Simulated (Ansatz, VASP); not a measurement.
## Two plane-wave programs on Si2WC3

```
Si W C
1.0
     3.81860    0.00000    0.00000
     0.00000    3.81860    0.00000
     0.00000    0.00000    6.33257
Si W C
2 1 3
Direct
  0.00000 0.00000 0.24490
  0.50000 0.50000 0.85249
  0.50000 0.50000 0.46333
  0.50000 0.00000 0.32101
  0.00000 0.50000 0.32101
  0.50000 0.50000 0.12633
```

Alike in both runs: functional PBE; k mesh 4 × 4 × 3; occupations gaussian, width 0.2 eV; no spin polarisation.

Ansatz relaxed the structure, and its values are those at the end. VASP's run is a single point on that final structure, the one shown.

|  | VASP | Ansatz |
| --- | --- | --- |
| version | VASP 6.6.1 | Ansatz 0.2.0 |
| potentials or method | VASP PAW PBE potentials, release 64 (Si, W_sv, C), cutoff 600 eV | scalar-relativistic, plane waves, PAW |
| valence electrons in the cell | 34 | 34 |

```csv
,VASP,Ansatz,Ansatz less VASP
gap on the k mesh at the Fermi level (eV),none,none,-
pressure (GPa),0.2,0.0,-0.14
rms of the force components (eV/Å),0.018,0.008,-0.0097
```

A gap of «none» marks a metal or a gap that the smearing closes. The functional is the same, so the differences come from potentials, cutoffs and numerics.

The k mesh is coarse, so the values compare programs but aren't converged. Neither program's run includes spin-orbit coupling.
